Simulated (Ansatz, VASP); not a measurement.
# AlN: VASP beside Ansatz

```
CELL_PARAMETERS angstrom
0.00000 2.02896 2.02896
2.02896 0.00000 2.02896
2.02896 2.02896 0.00000
ATOMIC_POSITIONS crystal
Al 0.00000 0.00000 0.00000
N 0.50000 0.50000 0.50000
```

Change from the starting cell: hydrostatic strain +0.5%.

Alike in both runs: task single point; functional PBE; k mesh 10 × 10 × 10; occupations fermi-dirac, width 0.02 eV; no spin polarisation.

|  | VASP | Ansatz |
| --- | --- | --- |
| version | VASP 6.6.1 | Ansatz 0.2.0 |
| potentials or method | VASP PAW PBE potentials, release 64 (Al, N) | plane waves, PAW |
| plane-wave cutoff (eV) | 520 | 420 |
| valence electrons in the cell | 8 | 8 |

```tsv
	VASP	Ansatz	Ansatz less VASP
gap on the k mesh at the Fermi level (eV)	4.50	4.52	+0.023
pressure (GPa)	2.1	2.4	+0.28
```
